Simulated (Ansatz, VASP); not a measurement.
## One calculation of TiC, two programs

```
Ti C
1.0
     0.00000    2.20855    2.20855
     2.20855    0.00000    2.20855
     2.20855    2.20855    0.00000
Ti C
1 1
Direct
  0.00000 0.00000 0.00000
  0.50000 0.50000 0.50000
```

Alike in both runs: task single point; functional PBE; k mesh 11 × 11 × 11; no spin polarisation.

```csv
,VASP,Ansatz
version,VASP 6.6.1,Ansatz 0.2.0
potentials or method,"VASP PAW PBE potentials, release 64 (Ti_sv, C), cutoff 520 eV","plane waves, PAW"
occupations,"methfessel-paxton of order 1, width 0.1 eV","cold, width 0.1 eV"
valence electrons in the cell,16,16
```

|  | VASP | Ansatz | Ansatz less VASP |
| --- | --- | --- | --- |
| pressure (GPa) | -12.6 | -12.9 | -0.28 |
